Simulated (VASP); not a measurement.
Write the native input for VASP 6.6.1 that does the following.

```
Task                   : single point
Functional             : LDA
Potentials or basis    : VASP PAW LDA potentials, release 64 (Zn, P, Si)
Cutoff                 : 500 eV
k mesh                 : 7 × 7 × 7
Occupations            : fermi-dirac, width 0.05 eV
Spin                   : no spin polarisation
Dipole correction      : no
Further INCAR settings : ALGO = Normal; EDIFF = 1e-06; NBANDS = 36
```

The structure of ZnSiP2 lies in POSCAR:

```
ZnSiP2
1.0
   -2.6503919847      2.6503919847      5.1593458773
    2.6503919847     -2.6503919847      5.1593458773
    2.6503919847      2.6503919847     -5.1593458773
Zn P Si
2 4 2
Direct
    0.7500000000      0.2500000000      0.5000000000
    0.0000000000      0.0000000000      0.0000000000
    0.1423012000      0.6250000000      0.0173012000
    0.6076988000      0.1250000000      0.9826988000
    0.8750000000      0.8576988000      0.4826988000
    0.3750000000      0.3923012000      0.5173012000
    0.2500000000      0.7500000000      0.5000000000
    0.5000000000      0.5000000000      0.0000000000
```

The input as run:

INCAR

```
PREC = Accurate
ENCUT = 500
EDIFF = 1E-6
ISMEAR = -1
SIGMA = 0.05
LREAL = F
LASPH = T
NELM = 120
ALGO = Normal
ISIF = 2
LWAVE = F
LCHARG = F
GGA = CA
NBANDS = 36
GGA_COMPAT = F
```

KPOINTS

```
Automatic mesh
0
Gamma
  7 7 7
```

Potentials or basis: VASP PAW LDA potentials, release 64 (Zn, P, Si).

Command:

```bash
$ cat potpaw_LDA.64/Zn/POTCAR potpaw_LDA.64/P/POTCAR potpaw_LDA.64/Si/POTCAR > POTCAR
$ mpirun -np 1 vasp_std > vasp.out
```

It gave:

```json
{
 "Pressure": "1.2 GPa",
 "Largest force": "0.289 eV/Å",
 "Band gap on the k mesh": "1.11 eV"
}
```

Run time: 3.6 min on 1 thread of Intel(R) Xeon(R) Platinum 8375C CPU @ 2.90GHz (Ice Lake), on a shared host, peak memory 0.35 GiB.
